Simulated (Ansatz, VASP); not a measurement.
**Two plane-wave programs on MgO**

File INCAR:

```
PREC = Accurate ; ENCUT = 520
EDIFF = 1E-6 ; ISMEAR = 0
SIGMA = 0.1 ; LREAL = F
LASPH = T ; NELM = 80
ALGO = Normal ; ISIF = 2
LWAVE = F ; LCHARG = F
GGA = PE ; NBANDS = 16
```

File KPOINTS:

```
regular mesh
0
Gamma
  6 6 4
```

File POSCAR:

```
MgO
1.0
    3.5298795000      0.0000000000      0.0000000000
   -1.7649397500      3.0569653200      0.0000000000
    0.0000000000      0.0000000000      4.0737778000
Mg O
2 2
Direct
    0.6666666700      0.3333333300      0.8289843800
    0.3333333300      0.6666666700      0.3289843800
    0.6666666700      0.3333333300      0.1710156200
    0.3333333300      0.6666666700      0.6710156200
```

Input for Ansatz:

```yaml
crystal:
  lattice:
    - [3.5298795, 0.0, 0.0]
    - [-1.76493975, 3.05696532, 0.0]
    - [0.0, 0.0, 4.0737778]
  atoms:
    - { symbol: Mg, position: [0.66666667, 0.33333333, 0.82898438] }
    - { symbol: Mg, position: [0.33333333, 0.66666667, 0.32898438] }
    - { symbol: O, position: [0.66666667, 0.33333333, 0.17101562] }
    - { symbol: O, position: [0.33333333, 0.66666667, 0.67101562] }
basis:
  ecutwfc: 420
kpoints:
  mp_grid: { grid: [6, 6, 4] }
hamiltonian:
  xc: pbe
scf:
  occupations: { method: gaussian, width: 0.1 }
  lower_state_search: "off"
output:
  forces: true
  stress: true
  eigenvalues: true
```

Alike in both runs: task single point; functional PBE; k mesh 6 × 6 × 4; occupations gaussian, width 0.1 eV; no spin polarisation.

|  | VASP | Ansatz |
| --- | --- | --- |
| version | VASP 6.6.1 | Ansatz 0.2.0 |
| potentials or method | VASP PAW PBE potentials, release 64 (Mg, O), cutoff 520 eV | scalar-relativistic, plane waves, PAW |
| valence electrons in the cell | 16 | 32 |

VASP gave:

- gap on the k mesh at the Fermi level (eV): 3.33
- least direct gap on the mesh (eV): 3.38
- rms of the force components (eV/Å): 15.518

Which values does Ansatz return?

gap on the k mesh at the Fermi level (eV): 3.28; least direct gap on the mesh (eV): 3.33; rms of the force components (eV/Å): 14.833.

Atom by atom the forces differ by 0.685 eV/Å (rms over components). The functional is the same, so the differences come from potentials, cutoffs and numerics. VASP's potentials hold 16 valence electrons a cell and Ansatz's 32, so a difference there can come from the potentials and not from the codes.
